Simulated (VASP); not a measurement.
# BN (P6_3mc) in VASP: a series of runs, part 2 of 2

VASP 6.6.1.

## 3. Single point, r2SCAN

POSCAR reads:

```
BN
1.0
    2.5434023086     -0.0000000029      0.0000000000
   -1.2717011518      2.2026510127      0.0000000000
    0.0000000000      0.0000000000      4.2069931500
B N
2 2
Direct
    0.6666666667      0.3333333333      0.0001583200
    0.3333333333      0.6666666667      0.5001583200
    0.6666666667      0.3333333333      0.3748416800
    0.3333333333      0.6666666667      0.8748416800
```

INCAR.step1 reads:

```
PREC = Accurate ; ENCUT = 520
ISMEAR = -1 ; SIGMA = 0.02
LREAL = F ; LASPH = T
NELM = 100 ; NBANDS = 16
GGA = PE ; ALGO = Normal
EDIFF = 1E-4 ; LWAVE = T
LCHARG = F
```

INCAR.step2 reads:

```
PREC = Accurate ; ENCUT = 520
EDIFF = 1E-7 ; ISMEAR = -1
SIGMA = 0.02 ; LREAL = F
LASPH = T ; NELM = 100
ALGO = Normal ; ISIF = 2
LWAVE = F ; LCHARG = F
METAGGA = R2SCAN ; LMIXTAU = T
NBANDS = 16 ; ISTART = 1
```

KPOINTS reads:

```
Automatic mesh
0
Gamma
  12 12 8
```

Potentials or basis: VASP PAW PBE potentials, release 64 (B, N).

Launch:

```console
> cat potpaw_PBE.64/B/POTCAR potpaw_PBE.64/N/POTCAR > POTCAR
> cp INCAR.step1 INCAR
> mpirun -np 1 vasp_std > vasp.out
> cp INCAR.step2 INCAR
> mpirun -np 1 vasp_std > vasp.out
```

Run time: 2.1 min. Hardware: 1 thread of AMD EPYC 7R43 (Zen 3), shared host; peak memory 0.11 GiB.

The run converged. Its results:

| Quantity | Value |
| --- | --- |
| Free energy | -38.2661 eV |
| Pressure | 1.4 GPa |
| Largest force | 0.012 eV/Å |
| Band gap on the k mesh | 5.72 eV, indirect (least direct gap 8.99 eV) |

Forces on the atoms (eV/Å):
```
B    0.000  0.000  0.012
B    0.000  0.000  0.012
N    0.000  0.000 -0.012
N    0.000  0.000 -0.012
```

Levels at points of the mesh, in eV from the valence-band top:
| k point | band 6 | band 7 | band 8 | band 9 | band 10 | band 11 |
| --- | --- | --- | --- | --- | --- | --- |
| (0.00, 0.00, 0.00) | -0.26 | 0.00 | 0.00 | 9.08 | 9.08 | 9.31 |
| (0.50, 0.00, 0.00) | -5.20 | -4.53 | -2.20 | 7.30 | 8.61 | 11.39 |
| (0.00, 0.00, 0.50) | -1.22 | -1.22 | -1.22 | 10.25 | 10.25 | 10.69 |
| (0.50, 0.00, 0.50) | -3.93 | -3.72 | -3.72 | 7.20 | 7.20 | 10.72 |

Caveat: the PAW data sets were made with another functional, which shifts forces and pressure a little. r2SCAN opens gaps a little over a GGA but as a rule still falls short of measured ones.

## 4. Single point, r2SCAN

This run uses another cell than the first one, of 6.01 Å³/atom, 1.020 times its volume.

POSCAR reads:

```
BN
1.0
    2.5602465222      0.0000000000      0.0000000000
   -1.2801232611      2.2172385281      0.0000000000
    0.0000000000      0.0000000000      4.2348548400
B N
2 2
Direct
    0.6666666667      0.3333333333      0.0001583200
    0.3333333333      0.6666666667      0.5001583200
    0.6666666667      0.3333333333      0.3748416800
    0.3333333333      0.6666666667      0.8748416800
```

INCAR.step1 reads:

```
ALGO = Normal
EDIFF = 1E-4
ENCUT = 520
GGA = PE
ISMEAR = -1
LASPH = True
LCHARG = False
LREAL = False
LWAVE = True
NBANDS = 16
NELM = 60
PREC = Accurate
SIGMA = 0.02
```

INCAR.step2 reads:

```
ALGO = Normal
EDIFF = 1E-6
ENCUT = 520
ISIF = 2
ISMEAR = -1
ISTART = 1
LASPH = True
LCHARG = False
LMIXTAU = True
LREAL = False
LWAVE = False
METAGGA = R2SCAN
NBANDS = 16
NELM = 60
PREC = Accurate
SIGMA = 0.02
```

KPOINTS reads:

```
k-points
0
Gamma
  12 12 8
```

Launch:

```console
> cat potpaw_PBE.64/B/POTCAR potpaw_PBE.64/N/POTCAR > POTCAR
> cp INCAR.step1 INCAR
> mpirun -np 1 vasp_std > vasp.out
> cp INCAR.step2 INCAR
> mpirun -np 1 vasp_std > vasp.out
```

Run time: 1.9 min. Hardware: 1 thread of AMD EPYC 7R43 (Zen 3), shared host; peak memory 0.11 GiB.

It converged, with:

```yaml
Free_energy: -38.2599 eV
Pressure: -6.2 GPa
Largest_force: 0.004 eV/Å
Band_gap_on_the_k_mesh: 5.75 eV, indirect (least direct gap 8.89 eV)
```

Forces in eV/Å, atoms in the order of the input:
```
B    0.000  0.000 -0.004
B    0.000  0.000 -0.004
N    0.000  0.000  0.004
N    0.000  0.000  0.004
```

Stress tensor (GPa, compression positive):
```
-6.17  0.00  0.00
 0.00 -6.17  0.00
 0.00  0.00 -6.29
```

Levels at points of the mesh, in eV from the valence-band top:
```
           k point  band 4  band 5  band 6  band 7  band 8  band 9  band 10  band 11  band 12  band 13
(0.00, 0.00, 0.00)   -2.17   -2.17   -0.26    0.00    0.00    9.00     9.00     9.19     9.98    11.25
(0.50, 0.00, 0.00)   -8.04   -7.09   -5.09   -4.43   -2.16    7.22     8.54    11.28    12.03    13.64
(0.00, 0.00, 0.50)   -5.88   -1.20   -1.20   -1.20   -1.20   10.06    10.06    10.58    10.58    10.58
(0.50, 0.00, 0.50)  -10.27   -3.85   -3.85   -3.66   -3.66    7.12     7.12    10.58    10.58    15.13
```

Caveat: the PAW data sets were made with another functional, which shifts forces and pressure a little.

## 5. Single point, r2SCAN

This run uses another cell than the first one, of 6.13 Å³/atom, 1.040 times its volume.

POSCAR reads:

```
BN
1.0
    2.5768719652     -0.0000000029      0.0000000000
   -1.2884359801      2.2316365856      0.0000000000
    0.0000000000      0.0000000000      4.2623546700
B N
2 2
Direct
    0.6666666667      0.3333333333      0.0000336916
    0.3333333333      0.6666666667      0.5000336916
    0.6666666667      0.3333333333      0.3749663084
    0.3333333333      0.6666666667      0.8749663084
```

INCAR.step1 reads:

```
SYSTEM = BN
  PREC = Accurate
  ENCUT = 520
  ISMEAR = -1
  SIGMA = 0.02
  LREAL = .FALSE.
  LASPH = .TRUE.
  NELM = 80
  NBANDS = 16
  GGA = PE
  ALGO = Normal
  EDIFF = 1E-4
  LWAVE = .TRUE.
  LCHARG = .FALSE.
```

INCAR.step2 reads:

```
SYSTEM = BN
  PREC = Accurate
  ENCUT = 520
  EDIFF = 1E-6
  ISMEAR = -1
  SIGMA = 0.02
  LREAL = .FALSE.
  LASPH = .TRUE.
  NELM = 80
  ALGO = Normal
  ISIF = 2
  LWAVE = .FALSE.
  LCHARG = .FALSE.
  METAGGA = R2SCAN
  LMIXTAU = .TRUE.
  NBANDS = 16
  ISTART = 1
```

KPOINTS reads:

```
regular mesh
0
G
  12 12 8
  0 0 0
```

Launch:

```console
> cat potpaw_PBE.64/B/POTCAR potpaw_PBE.64/N/POTCAR > POTCAR
> cp INCAR.step1 INCAR
> mpirun -np 1 vasp_std > vasp.out
> cp INCAR.step2 INCAR
> mpirun -np 1 vasp_std > vasp.out
```

Run time: 95 s. Hardware: 1 thread of AMD EPYC 7R43 (Zen 3), shared host; peak memory 0.12 GiB.

The run converged. Its results:

- Free energy: -38.2325 eV
- Pressure: -13.1 GPa
- Largest force: 0.004 eV/Å
- Band gap on the k mesh: 5.79 eV, indirect (least direct gap 8.79 eV)

Forces in eV/Å, atoms in the order of the input:
```
B    0.000  0.000  0.004
B    0.000  0.000  0.004
N    0.000  0.000 -0.004
N    0.000  0.000 -0.004
```

Stress tensor (GPa, compression positive):
```
-13.06   0.00   0.00
  0.00 -13.06   0.00
  0.00   0.00 -13.20
```

Levels at points of the mesh, in eV from the valence-band top:
| k point | band 4 | band 5 | band 6 | band 7 | band 8 | band 9 | band 10 | band 11 | band 12 | band 13 |
| --- | --- | --- | --- | --- | --- | --- | --- | --- | --- | --- |
| (0.00, 0.00, 0.00) | -2.12 | -2.12 | -0.24 | 0.00 | 0.00 | 8.92 | 8.92 | 9.06 | 9.74 | 10.96 |
| (0.50, 0.00, 0.00) | -7.93 | -6.97 | -4.99 | -4.32 | -2.12 | 7.15 | 8.49 | 11.19 | 11.82 | 13.43 |
| (0.00, 0.00, 0.50) | -5.79 | -1.17 | -1.17 | -1.17 | -1.17 | 9.87 | 9.87 | 10.48 | 10.48 | 10.48 |
| (0.50, 0.00, 0.50) | -10.10 | -3.77 | -3.77 | -3.58 | -3.58 | 7.05 | 7.05 | 10.45 | 10.45 | 14.94 |

Caveat: the PAW data sets were made with another functional, which shifts forces and pressure a little. A k mesh can miss the band edges.

## 6. Single point, r2SCAN

This run uses another cell than the first one, of 6.25 Å³/atom, 1.060 times its volume.

POSCAR reads:

```
BN
1.0
    2.5932856057     -0.0000000029      0.0000000000
   -1.2966428003      2.2458512152      0.0000000000
    0.0000000000      0.0000000000      4.2895041600
B N
2 2
Direct
    0.6666666667      0.3333333333     -0.0000507836
    0.3333333333      0.6666666667      0.4999492164
    0.6666666667      0.3333333333      0.3750507836
    0.3333333333      0.6666666667      0.8750507836
```

INCAR.step1 reads:

```
SYSTEM = BN
PREC = Accurate ; ENCUT = 520
ISMEAR = -1 ; SIGMA = 0.02
LREAL = .FALSE. ; LASPH = .TRUE.
NELM = 60 ; NBANDS = 16
GGA = PE ; ALGO = Normal
EDIFF = 1E-4 ; LWAVE = .TRUE.
LCHARG = .FALSE.
```

INCAR.step2 reads:

```
SYSTEM = BN
PREC = Accurate ; ENCUT = 520
EDIFF = 1E-6 ; ISMEAR = -1
SIGMA = 0.02 ; LREAL = .FALSE.
LASPH = .TRUE. ; NELM = 60
ALGO = Normal ; ISIF = 2
LWAVE = .FALSE. ; LCHARG = .FALSE.
METAGGA = R2SCAN ; LMIXTAU = .TRUE.
NBANDS = 16 ; ISTART = 1
```

KPOINTS is that of step 5.

Potentials or basis: VASP PAW PBE potentials, release 64 (B, N).

Launch:

```console
> cat potpaw_PBE.64/B/POTCAR potpaw_PBE.64/N/POTCAR > POTCAR
> cp INCAR.step1 INCAR
> mpirun -np 1 vasp_std > vasp.out
> cp INCAR.step2 INCAR
> mpirun -np 1 vasp_std > vasp.out
```

It took 87 s on 1 thread of AMD EPYC 7R43 (Zen 3), shared host; peak memory 0.12 GiB.

The run converged. Its results:

```yaml
Free_energy: -38.1857 eV
Pressure: -19.4 GPa
Largest_force: 0.004 eV/Å
Band_gap_on_the_k_mesh: 5.82 eV, indirect (least direct gap 8.69 eV)
```

Forces on the atoms (eV/Å):
```
B    0.000  0.000  0.004
B    0.000  0.000  0.004
N    0.000  0.000 -0.004
N    0.000  0.000 -0.004
```

Stress tensor (GPa, compression positive):
```
-19.36   0.00   0.00
  0.00 -19.36   0.00
  0.00   0.00 -19.49
```

Levels at points of the mesh, in eV from the valence-band top:
```csv
k point,band 5,band 6,band 7,band 8,band 9,band 10,band 11,band 12
"(0.00, 0.00, 0.00)",-2.08,-0.22,0.00,0.00,8.85,8.85,8.93,9.50
"(0.50, 0.00, 0.00)",-6.85,-4.90,-4.22,-2.08,7.08,8.43,11.10,11.61
"(0.00, 0.00, 0.50)",-1.15,-1.15,-1.15,-1.15,9.68,9.68,10.38,10.38
"(0.50, 0.00, 0.50)",-3.70,-3.70,-3.51,-3.51,6.97,6.97,10.31,10.31
```

Caveat: the PAW data sets were made with another functional, which shifts forces and pressure a little. A k mesh can miss the band edges.

## 7. The runs side by side

```tsv
cell	gap on the mesh (eV)	pressure (GPa)
a = 2.543, b = 2.543, c = 4.207 Å, angles 90.0, 90.0, 120.0°, 4 atoms	5.72	1.4
a = 2.560, b = 2.560, c = 4.235 Å, angles 90.0, 90.0, 120.0°, 4 atoms	5.75	-6.2
a = 2.577, b = 2.577, c = 4.262 Å, angles 90.0, 90.0, 120.0°, 4 atoms	5.79	-13.1
a = 2.593, b = 2.593, c = 4.290 Å, angles 90.0, 90.0, 120.0°, 4 atoms	5.82	-19.4
```

Alike in all rows: task single point; level r2SCAN; potentials or basis VASP PAW PBE potentials, release 64 (B, N); no spin polarisation; k mesh 12 × 12 × 8; cutoff (eV) 520; smearing fermi-dirac 0.02 eV.

Caveats: the PAW data sets were made with another functional, which shifts forces and pressure a little.

Absolute energies hang on the potentials; compare differences alone.
